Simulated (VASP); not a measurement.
The system is ZnO.

```
Zn O
1.0
     0.00000    2.09786    2.09786
     2.09786    0.00000    2.09786
     2.09786    2.09786    0.00000
Zn O
1 1
Direct
  0.00000 0.00000 0.00000
  0.50000 0.50000 0.50000
```

This cell differs from its parent crystal: volume scaled by 0.91.

Base run:

| Item | Value |
| --- | --- |
| Program | VASP 6.6.1 |
| Functional | PBE |
| Potentials or basis | VASP PAW PBE potentials, release 64 (Zn, O_h) |
| Cutoff | 910 eV |
| k mesh | 12 × 12 × 12 |
| Occupations | gaussian, width 0.02 eV |
| Spin | no spin polarisation |

Its results: band gap on the k mesh 1.16 eV, indirect (least direct gap 2.77 eV); pressure 20.6 GPa.

The run is repeated on the same cell with these changes: dispersion from none to D3(BJ). What comes out?

Band gap on the k mesh 1.16 eV, indirect (least direct gap 2.77 eV); pressure 15.4 GPa.

Dispersion adds attraction, which lowers the pressure at fixed volume and, as a term added to the energy, leaves the levels alone.

Caveats: the cutoff is under 1.25 times the usual one of these potentials, so pressure, stress and relaxed cells hold a basis-set (Pulay) error.

A k mesh can miss the band edges.
